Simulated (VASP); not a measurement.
A run of VASP 6.6.1:

Contents of INCAR:

```
ALGO     = Normal         # electronic algorithm
EDIFF    = 1E-7           # SCF threshold, eV
ENCUT    = 520            # plane-wave cutoff, eV
GGA      = CA             # functional
ISIF     = 2              # what is computed and relaxed
ISMEAR   = -1             # smearing method
LASPH    = True           # aspherical terms in the spheres
LCHARG   = False          # write CHGCAR
LREAL    = False          # projectors in reciprocal space
LWAVE    = False          # write WAVECAR
NBANDS   = 18             # bands
NELM     = 60             # most SCF steps
PREC     = Accurate       # precision mode
SIGMA    = 0.01           # smearing width, eV
```

KPOINTS

```
k-points
0
Gamma
  9 9 9
```

Contents of POSCAR:

```
HfO2
1.0
    0.0000000000      2.5659967402      2.5659967402
    2.5659967402      0.0000000000      2.5659967402
    2.5659967402      2.5659967402      0.0000000000
Hf O
1 2
Direct
    0.0000000000      0.0000000000      0.0000000000
    0.2500000000      0.2500000000      0.2500000000
    0.7500000000      0.7500000000      0.7500000000
```

Potentials or basis: VASP PAW LDA potentials, release 64 (Hf_pv, O).

Command:

```sh
$ cat potpaw_LDA.64/Hf_pv/POTCAR potpaw_LDA.64/O/POTCAR > POTCAR
$ mpirun -np 1 vasp_std > vasp.out
```

Hardware: 1 thread of AMD EPYC 7R13 (shared host).

**Question.** How long does it take, and how much memory?

**Answer.** Run time: 37 s on 1 thread of AMD EPYC 7R13, on a shared host, peak memory 0.12 GiB. Counts: scf iterations 13, k points 35.
